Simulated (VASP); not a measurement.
# Mo (Im-3m) in VASP: single point with PBE+D3(BJ)

Aim: the single point of Mo with PBE+D3(BJ).

Everything below comes from runs of VASP 6.6.1. Logs are shortened: lines on timing, memory, paths and dates and some standing lists are left out, and cuts for length are marked.

### 1 The cell of the first run

Symmetry: Im-3m, No. 229, cubic system. Conventional cell: a = 3.130 Å, b = 3.130 Å, c = 3.130 Å, α = 90.00°, β = 90.00°, γ = 90.00°. Mo (site symmetry m-3m) has 14 Mo at 2.71 to 3.13 Å within 3.6 Å.

### 2 Single point, PBE+D3(BJ)

Contents of INCAR:

```
SYSTEM = Mo
PREC     = Accurate       ! precision mode
ENCUT    = 500            ! plane-wave cutoff, eV
EDIFF    = 1E-6           ! SCF threshold, eV
ISMEAR   = 0              ! smearing method
SIGMA    = 0.1            ! smearing width, eV
LREAL    = .False.        ! projectors in reciprocal space
LASPH    = .True.         ! aspherical terms in the spheres
NELM     = 120            ! most SCF steps
ALGO     = Normal         ! electronic algorithm
ISIF     = 2              ! what is computed and relaxed
LWAVE    = .False.        ! write WAVECAR
LCHARG   = .True.         ! write CHGCAR
GGA      = PE             ! functional
IVDW     = 12             ! dispersion correction
LELF     = .True.         ! ELF
LVHAR    = .True.       
NBANDS   = 13             ! bands
GGA_COMPAT= .False.
```

Contents of KPOINTS:

```
regular mesh
0
Gamma
  18 18 18
  0 0 0
```

Contents of POSCAR:

```
Mo
1.0
   -1.5651315720      1.5651315720      1.5651315720
    1.5651315720     -1.5651315720      1.5651315720
    1.5651315720      1.5651315720     -1.5651315720
Mo
1
Direct
    0.0000000000      0.0000000000      0.0000000000
```

Potentials or basis: VASP PAW PBE potentials, release 64 (Mo_sv).

Command:

```sh
$ cat potpaw_PBE.64/Mo_sv/POTCAR > POTCAR
$ mpirun -np 1 vasp_std > vasp.out
```

OUTCAR:

```text
SYSTEM = Mo
   PREC = Accurate
   ENCUT = 500
   EDIFF = 1E-6
   ISMEAR = 0
   LREAL = .False.
   LASPH = .True.
   NELM = 120
   ISIF = 2
   GGA = PE
   IVDW = 12
 IVDW          = 12

 ion  position               nearest neighbor table
   1  0.000  0.000  0.000-

  LATTYP: Found a body centered cubic cell.
 ALAT       =     3.1302631440

  Lattice vectors:

 A1 = (  -1.5651315720,   1.5651315720,   1.5651315720)
 A2 = (   1.5651315720,  -1.5651315720,   1.5651315720)
 A3 = (   1.5651315720,   1.5651315720,  -1.5651315720)

Analysis of symmetry for initial positions (statically):
=====================================================================
 Subroutine PRICEL returns:
 Original cell was already a primitive cell.

 Routine SETGRP: Setting up the symmetry group for a
 body centered cubic supercell.

 Subroutine GETGRP returns: Found 48 space group operations
 (whereof 48 operations were pure point group operations)
 out of a pool of 48 trial point group operations.

The static configuration has the point symmetry O_h .

Analysis of symmetry for dynamics (positions and initial velocities):
=====================================================================
 Subroutine PRICEL returns:
 Original cell was already a primitive cell.

 Routine SETGRP: Setting up the symmetry group for a
 body centered cubic supercell.

 Subroutine GETGRP returns: Found 48 space group operations
 (whereof 48 operations were pure point group operations)
 out of a pool of 48 trial point group operations.

The dynamic configuration has the point symmetry O_h .

 Subroutine INISYM returns: Found 48 space group operations
 (whereof 48 operations are pure point group operations),
 and found     1 'primitive' translations

----------------------------------------------------------------------------------------

                                     Primitive cell

  volume of cell :      15.3360

  direct lattice vectors                    reciprocal lattice vectors
    -1.565131572  1.565131572  1.565131572     0.000000000  0.319461960  0.319461960
     1.565131572 -1.565131572  1.565131572     0.319461960  0.000000000  0.319461960
     1.565131572  1.565131572 -1.565131572     0.319461960  0.319461960  0.000000000

  length of vectors
     2.710887403  2.710887403  2.710887403     0.451787437  0.451787437  0.451787437

  position of ions in fractional coordinates (direct lattice)
     0.000000000  0.000000000  0.000000000

  ion indices of the primitive-cell ions
   primitive index   ion index
                 1           1

----------------------------------------------------------------------------------------

 KPOINTS: regular mesh

Automatic generation of k-mesh.
 Grid dimensions read from file:
 generate k-points for:   18   18   18

 Generating k-lattice:

  Cartesian coordinates                     Fractional coordinates (reciprocal lattice)
     0.000000000  0.017747887  0.017747887     0.055555556  0.000000000  0.000000000
     0.017747887  0.000000000  0.017747887     0.000000000  0.055555556  0.000000000
     0.017747887  0.017747887  0.000000000     0.000000000  0.000000000  0.055555556

  Length of vectors
     0.025099302  0.025099302  0.025099302

  Shift w.r.t. Gamma in fractional coordinates (k-lattice)
     0.000000000  0.000000000  0.000000000

 Subroutine IBZKPT returns following result:
 ===========================================

 Found    195 irreducible k-points:

 Following reciprocal coordinates:
            Coordinates               Weight
  0.000000  0.000000  0.000000      1.000000
  0.055556  0.000000  0.000000     12.000000
  0.111111  0.000000  0.000000     12.000000
  0.166667  0.000000  0.000000     12.000000
  0.222222  0.000000  0.000000     12.000000
  0.277778  0.000000  0.000000     12.000000
[... 16 lines left out ...]
  0.333333  0.111111 -0.000000     48.000000
  0.388889  0.111111  0.000000     48.000000
 [... further k-points ...]
   k-points           NKPTS =    195   k-points in BZ     NKDIM =    195   number of bands    NBANDS=     13
   number of dos      NEDOS =    301   number of ions     NIONS =      1
   total plane-waves  NPLWV =   8000
   dimension x,y,z NGX =    20 NGY =   20 NGZ =   20
   dimension x,y,z NGXF=    40 NGYF=   40 NGZF=   40
   ions per type =               1
   NGX,Y,Z   is equivalent  to a cutoff of  12.27, 12.27, 12.27 a.u.
   NGXF,Y,Z  is equivalent  to a cutoff of  24.53, 24.53, 24.53 a.u.
 SYSTEM =  Mo
   PREC   = accura    normal or accurate (medium, high low for compatibility)
   ISTART =      0    job   : 0-new  1-cont  2-samecut
   ICHARG =      2    charge: 1-file 2-atom 10-const
   ISPIN  =      1    spin polarized calculation?
   LNONCOLLINEAR =      F non collinear calculations
   LSORBIT =      F    spin-orbit coupling
   LASPH  =      T    aspherical Exc in radial PAW
   ENCUT  =  500.0 eV  36.75 Ry    6.06 a.u.   4.94  4.94  4.94*2*pi/ulx,y,z
   NELM   =    120;   NELMIN=  2; NELMDL= -5     # of ELM steps
   EDIFF  = 0.1E-05   stopping-criterion for ELM
   LREAL  =      F    real-space projection
   EDIFFG = 0.1E-04   stopping-criterion for IOM
   NSW    =      0    number of steps for IOM
   IBRION =     -1    ionic relax: 0-MD 1-quasi-New 2-CG
   NFREE  =      0    steps in history (QN), initial steepest desc. (CG)
   ISIF   =      2    stress and relaxation
   ISYM   =      2    0-nonsym 1-usesym 2-fastsym
   POTIM  = 0.5000    time-step for ionic-motion
   TEBEG  =    0.0;   TEEND  =   0.0 temperature during run
   PSTRESS=    0.0 pullay stress
   NELECT =      14.0000    total number of electrons
   NUPDOWN=      -1.0000    fix difference up-down
   EMIN   =  10.00;   EMAX   =-10.00  energy-range for DOS
   EFERMI =   0.00;   METHOD = LEGACY
   ISMEAR =     0;   SIGMA  =   0.10  broadening in eV -4-tet -1-fermi 0-gaus
   EFERMI_NEDOS =   21; number of points for ismear=-14 and -15
   IALGO  =     38    algorithm
   IMIX   =      4    mixing-type and parameters
     AMIX     =   0.40;   BMIX     =  1.00
     AMIX_MAG =   1.60;   BMIX_MAG =  1.00
  volume/ion in A,a.u.               =      15.34       103.49
  Fermi-wavevector in a.u.,A,eV,Ry     =   1.588108  3.001089 34.315071  2.522087
  Thomas-Fermi vector in A             =   2.687162
   LORBIT       =      0    0 simple, 1 ext, 2 COOP (PROOUT), +10 PAW based schemes
   GGA     = PE    functional components
   LHFCALC =     F    Hartree Fock is set to
   AEXX    =    0.0000 exact exchange contribution
   IVDW    =    12    specifies the selected vdW correction
   LEPSILON=     F    determine dielectric tensor
   LRPA    =     F    only Hartree local field effects (RPA)
 non-spin polarized calculation
 Gauss-broadening in eV      SIGMA  =   0.10
  energy-cutoff  :      500.00
  volume of cell :       15.34
 maximum number of plane-waves:       402
   NGX =  9   NGY =  9   NGZ =  9

 number of electron      13.9999998 magnetization

 Free energy of the ion-electron system (eV)
  ---------------------------------------------------
  ext. energy  EPLUGINS =         0.00000000
  ---------------------------------------------------
  free energy    TOTEN  =       -10.92241093 eV

  energy without entropy =      -10.92010216  energy(sigma->0) =      -10.92125655

 E-fermi :  12.9285     XC(G=0): -13.4987

 val. band max:       12.9227770325   @ k =  -0.3889   0.4444   0.2778
 cond. band min:      12.9431000807   @ k =   0.3889   0.1111   0.0000
 fundamental gap:      0.0203230482
 Fermi energy:        12.9284628140

 k-point     1 :       0.0000    0.0000    0.0000
  band No.  band energies     occupation
      1     -48.3809      2.00000
      2     -21.6016      2.00000
      3     -21.6016      2.00000
      4     -21.6016      2.00000
      5       5.6058      2.00000
      6      11.5020      2.00000
      7      11.5020      2.00000
      8      11.5020      2.00000
      9      14.5995      0.00000
     10      14.5995      0.00000
     11      27.7638      0.00000
     12      27.7638      0.00000
     13      27.7638      0.00000

 k-point     2 :       0.0556    0.0000    0.0000
  band No.  band energies     occupation
      1     -48.3724      2.00000
      2     -21.6498      2.00000
      3     -21.6164      2.00000
      4     -21.6020      2.00000
      5       5.7461      2.00000
      6      11.4220      2.00000
      7      11.4892      2.00000
      8      11.6337      2.00000
      9      14.4789      0.00000
     10      14.6012      0.00000
     11      27.8716      0.00000
     12      28.0002      0.00000
     13      28.0501      0.00000

 k-point     3 :       0.1111    0.0000    0.0000
  band No.  band energies     occupation
      1     -48.3481      2.00000
      2     -21.7872      2.00000
      3     -21.6588      2.00000
      4     -21.6031      2.00000
      5       6.1457      2.00000
      6      11.1998      2.00000
      7      11.4329      2.00000
      8      12.0232      2.00000
      9      14.2141      0.00000
     10      14.6118      0.00000
     11      28.1315      0.00000
     12      28.6893      0.00000
     13      28.7655      0.00000
[... 305 lines left out ...]
 k-point    23 :       0.3333    0.1111   -0.0000
  band No.  band energies     occupation
      1     -48.1188      2.00000
      2     -22.8931      2.00000
      3     -22.0667      2.00000
      4     -21.6771      2.00000
      5       8.0347      2.00000
      6       9.7036      2.00000
      7      12.3010      2.00000
      8      14.3820      0.00000
      9      15.4208      0.00000
     10      17.5417      0.00000
     11      25.7624      0.00000
     12      26.5376      0.00000
     13      31.1049      0.00000

 k-point    24 :       0.3889    0.1111    0.0000
  band No.  band energies     occupation
      1     -48.0949      2.00000
      2     -22.9962      2.00000
      3     -22.1159      2.00000
      4     -21.6792      2.00000
      5       7.8884      2.00000
      6       9.5737      2.00000
      7      12.9431      0.83601
      8      14.5078      0.00000
      9      15.6830      0.00000
     10      18.4396      0.00000
     11      24.8784      0.00000
     12      25.7873      0.00000
     13      30.1692      0.00000

 [... further k-points ...]

------------------------ aborting loop because EDIFF is reached ----------------------------------------

 Edisp (eV)   -0.72824

 E8    (eV) :    -0.3433

  FORCE on cell =-STRESS in cart. coord.  units (eV):
  Direction    XX          YY          ZZ          XY          YZ          ZX
  --------------------------------------------------------------------------------------
  -------------------------------------------------------------------------------------
  Total       0.05722     0.05722     0.05722     0.00000     0.00000    -0.00000
  in kB       5.97831     5.97831     5.97831     0.00000     0.00000    -0.00000
  external pressure =        5.98 kB  Pullay stress =        0.00 kB

 VOLUME and BASIS-vectors are now :
 -----------------------------------------------------------------------------
  energy-cutoff  :      500.00
  volume of cell :       15.34
      direct lattice vectors                 reciprocal lattice vectors
    -1.565131572  1.565131572  1.565131572     0.000000000  0.319461960  0.319461960
     1.565131572 -1.565131572  1.565131572     0.319461960  0.000000000  0.319461960
     1.565131572  1.565131572 -1.565131572     0.319461960  0.319461960  0.000000000

 POSITION                                       TOTAL-FORCE (eV/Angst)
 -----------------------------------------------------------------------------------
      0.00000      0.00000      0.00000         0.000000      0.000000     -0.000000
 -----------------------------------------------------------------------------------
    total drift:                                0.000000     -0.000000      0.000000

  FREE ENERGIE OF THE ION-ELECTRON SYSTEM (eV)
  ---------------------------------------------------
  free  energy   TOTEN  =       -11.6506474006 eV

  energy  without entropy=      -11.6483386270  energy(sigma->0) =      -11.64949301
```

It took 11 s on 1 thread of Intel Xeon 6975P-C (Granite Rapids), shared host; peak memory 0.15 GiB.

What came out:

```yaml
Free_energy: -11.6506 eV
Pressure: 0.6 GPa
Band_gap_on_the_k_mesh: zero (band 7 reaches 16.99 eV, above the bottom of band 8 at 11.50 eV)
Dispersion_energy_per_atom: -0.728 eV
```

Levels at points of the mesh, in eV from the Fermi level:
```tsv
k point	band 3	band 4	band 5	band 6	band 7	band 8	band 9	band 10	band 11	band 12
(0.00, 0.00, 0.00)	-34.53	-34.53	-7.32	-1.43	-1.43	-1.43	1.67	1.67	14.84	14.84
(0.50, 0.00, 0.00)	-35.00	-34.54	-5.47	-3.52	1.68	1.71	2.36	4.85	11.92	11.97
(0.50, 0.50, 0.50)	-35.55	-35.55	-5.61	-5.61	4.07	4.07	4.07	9.19	9.19	9.19
```

Caveat: pairwise dispersion overbinds metals, which lowers pressure and volume.
